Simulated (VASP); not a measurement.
Wanted: the native input for a VASP 6.6.1 run.

| Quantity | Value |
| --- | --- |
| Task | single point |
| Functional | PBEsol |
| Potentials or basis | VASP PAW PBE potentials, release 64 (Hf_pv, N) |
| Cutoff | 520 eV |
| k mesh | 8 × 8 × 4 |
| Occupations | methfessel-paxton, width 0.05 eV |
| Spin | no spin polarisation |
| Dipole correction | no |
| Further INCAR settings | ALGO = Normal; EDIFF = 1e-06; NBANDS = 23 |

The structure of HfN lies in POSCAR:

```
HfN
1.0
    3.1339080000      0.0000000000      0.0000000000
   -1.5669540000      2.7140439411      0.0000000000
    0.0000000000      0.0000000000      5.4167680000
Hf N
2 2
Direct
    0.6666666667      0.3333333333      0.7500000000
    0.3333333333      0.6666666667      0.2500000000
    0.0000000000      0.0000000000      0.0000000000
    0.0000000000      0.0000000000      0.5000000000
```

One way to write it, as run:

INCAR

```
PREC = Accurate ; ENCUT = 520
EDIFF = 1E-6 ; ISMEAR = 1
SIGMA = 0.05 ; LREAL = False
LASPH = True ; NELM = 100
ALGO = Normal ; ISIF = 2
LWAVE = False ; LCHARG = True
GGA = PS ; LELF = True
LVHAR = True ; NBANDS = 23
```

KPOINTS

```
Automatic mesh
0
Gamma
  8 8 4
```

Potentials or basis: VASP PAW PBE potentials, release 64 (Hf_pv, N).

The run is started by

```sh
$ cat potpaw_PBE.64/Hf_pv/POTCAR potpaw_PBE.64/N/POTCAR > POTCAR
$ mpirun -np 1 vasp_std > vasp.out
```

Results of the run:

- Pressure: -4.1 GPa
- Band gap on the k mesh: zero (band 15 reaches 9.62 eV, above the bottom of band 16 at 7.31 eV)

Caveat: the PAW data sets were made with another functional, which shifts forces and pressure a little; spin-orbit coupling is left out, which moves the levels of the heavy elements.

Wall time 23 s on 1 thread of Intel Xeon 6975P-C, with other jobs on the host, peak memory 0.17 GiB.
